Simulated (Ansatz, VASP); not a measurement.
# One calculation of PbS, two programs

File INCAR:

```
ALGO = Normal
EDIFF = 1E-6
ENCUT = 520
GGA = PS
ISIF = 2
ISMEAR = 0
LASPH = T
LCHARG = F
LREAL = F
LWAVE = F
NBANDS = 17
NELM = 60
PREC = Accurate
SIGMA = 0.03
```

File KPOINTS:

```
k-points
0
Gamma
  10 10 10
```

The input POSCAR:

```
PbS
1.0
    0.0000000000      2.8908750000      2.8167500000
    2.8908750000      0.0000000000      2.8167500000
    2.8908750000      2.8908750000      0.0000000000
Pb S
1 1
Direct
    0.0000000000      0.0000000000      0.0000000000
    0.5000000000      0.5000000000      0.5000000000
```

Input for Ansatz:

```yaml
crystal:
  lattice:
    - [0.0, 2.890875, 2.81675]
    - [2.890875, 0.0, 2.81675]
    - [2.890875, 2.890875, 0.0]
  atoms:
    - { symbol: Pb, position: [0.0, 0.0, 0.0] }
    - { symbol: S, position: [0.5, 0.5, 0.5] }
basis:
  ecutwfc: 420
kpoints:
  mp_grid: { grid: [10, 10, 10] }
hamiltonian:
  xc: pbesol
scf:
  occupations: { method: gaussian, width: 0.03 }
output:
  forces: true
  stress: true
  eigenvalues: true
```

Change from the starting cell: strain -0.025 along x and y, -0.050 along z, atoms carried along.

Alike in both runs: task single point; functional PBEsol; k mesh 10 × 10 × 10; occupations gaussian, width 0.03 eV; no spin polarisation.

|  | VASP | Ansatz |
| --- | --- | --- |
| version | VASP 6.6.1 | Ansatz 0.2.0 |
| potentials or method | VASP PAW PBE potentials, release 64 (Pb_d, S), cutoff 520 eV | scalar-relativistic, plane waves, PAW |
| valence electrons in the cell | 20 | 20 |

|  | VASP | Ansatz | Ansatz less VASP |
| --- | --- | --- | --- |
| gap on the k mesh at the Fermi level (eV) | 0.21 | 0.22 | +0.008 |
| least direct gap on the mesh (eV) | 0.21 | 0.22 | +0.008 |
| pressure (GPa) | 6.4 | 6.4 | +0.04 |
| traceless stress, the component that is largest in VASP (GPa) | 3.51 | 3.50 | -0.008 |

VASP's potentials were made for PBE, not for PBEsol. The functional is the same, so the differences come from potentials, cutoffs and numerics.

Spin-orbit coupling is off throughout.
